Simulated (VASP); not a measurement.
MoS2:

```xyz
6
Lattice="3.1690 0.0000 0.0000 -1.5845 2.7444 0.0000 0.0000 0.0000 12.3240" Properties=species:S:1:pos:R:3 pbc="T T T"
Mo    1.5845    0.9148    9.2430
Mo    0.0000    1.8296    3.0810
S     1.5845    0.9148    4.6461
S     0.0000    1.8296   10.8081
S     1.5845    0.9148    1.5159
S     0.0000    1.8296    7.6779
```

* Program: VASP 6.6.1
* Task: relaxation of cell and atoms
* Functional: revPBE
* Dispersion: D3(BJ)
* Potentials or basis: VASP PAW PBE potentials, release 64 (Mo_sv, S)
* Cutoff: 600 eV
* k mesh: 10 × 10 × 3
* Occupations: fermi-dirac, width 0.05 eV
* Spin: no spin polarisation

At the start: pressure -4.0 GPa; volume 17.86 Å³/atom.

Question: How do energy, volume and symmetry change on relaxing?

Answer: Over 12 steps the energy falls by 17.3 meV/atom and the volume is 16.52 Å³/atom (-7.5 %); space group P6_3/mmc (No. 194, to 0.1 Å) before and after.

Step by step:
| step | energy change (eV) | largest force (eV/Å) | pressure (GPa) | volume (Å³) |
| --- | --- | --- | --- | --- |
| 1 | 0.0000 | 0.0309 | -3.95 | 107.18 |
| 2 | 0.0418 | 1.0901 | 6.47 | 100.49 |
| 3 | -0.0356 | 0.4002 | -0.09 | 104.41 |
| 4 | -0.0555 | 0.1992 | -0.09 | 103.24 |
| 5 | -0.0592 | 0.0669 | -0.09 | 102.46 |
| 6 | -0.0768 | 0.0587 | -0.02 | 101.55 |
| 7 | -0.1026 | 0.0258 | 0.50 | 98.98 |
| 8 | -0.1028 | 0.0203 | 0.57 | 98.73 |
| 9 | -0.1007 | 0.1423 | -1.19 | 99.70 |
| 10 | -0.1034 | 0.0341 | -0.02 | 99.05 |
| 11 | -0.1036 | 0.0085 | 0.04 | 99.13 |
| 12 | -0.1036 | 0.0056 | 0.02 | 99.10 |

Final structure:
```xyz
6
Lattice="3.1268 0.0000 0.0000 -1.5634 2.7079 0.0000 0.0000 0.0000 11.7046" Properties=species:S:1:pos:R:3 pbc="T T T"
Mo    1.5634    0.9026    8.7785
Mo    0.0000    1.8052    2.9262
S     1.5634    0.9026    4.4943
S     0.0000    1.8052   10.3466
S     1.5634    0.9026    1.3580
S     0.0000    1.8052    7.2103
```

Caveat: the PAW data sets were made with another functional, which shifts forces and pressure a little.
